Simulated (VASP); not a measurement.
Write the native input for VASP 6.6.1 that does the following.

| Quantity | Value |
| --- | --- |
| Task | single point |
| Functional | PBE |
| Potentials or basis | VASP PAW PBE potentials, release 64 (Tc_pv) |
| Cutoff | 520 eV |
| k mesh | 17 × 17 × 9 |
| Occupations | fermi-dirac, width 0.08 eV |
| Spin | no spin polarisation |
| Dipole correction | no |
| Further INCAR settings | ALGO = Normal; EDIFF = 1e-07; NBANDS = 20 |

The structure of Tc lies in POSCAR:

```
Tc
1.0
    2.7400001704      0.0000000000      0.0000000000
   -1.3700000852      2.3729097540      0.0000000000
    0.0000000000      0.0000000000      4.3980000000
Tc
2
Direct
    0.3333333333      0.6666666667      0.2500000000
    0.6666666667      0.3333333333      0.7772851296
```

This cell differs from its parent crystal: atom 2 (Tc) moved by [0.0, 0.0, 0.12] A.

These files were run (other wordings do the same):

INCAR

```
PREC = Accurate
ENCUT = 520
EDIFF = 1E-7
ISMEAR = -1
SIGMA = 0.08
LREAL = F
LASPH = T
NELM = 100
ALGO = Normal
ISIF = 2
LWAVE = F
LCHARG = F
GGA = PE
NBANDS = 20
```

KPOINTS

```
Automatic mesh
0
Gamma
  17 17 9
```

Potentials or basis: VASP PAW PBE potentials, release 64 (Tc_pv).

Command:

```bash
$ cat potpaw_PBE.64/Tc_pv/POTCAR > POTCAR
$ mpirun -np 1 vasp_std > vasp.out
```

It gave:

The pressure is 4.3 GPa and the largest force is 0.453 eV/Å. The band gap on the k mesh is zero (bands 13 and 14 overlap by 2.79 eV).

Caveat: the cell differs from its parent crystal (atom 2 (Tc) moved by [0.0, 0.0, 0.12] A); the cell stands under pressure.

It took 72 s on 1 thread of AMD EPYC 9R45 96-Core Processor (Zen 5) (shared host), peak memory 0.2 GiB.
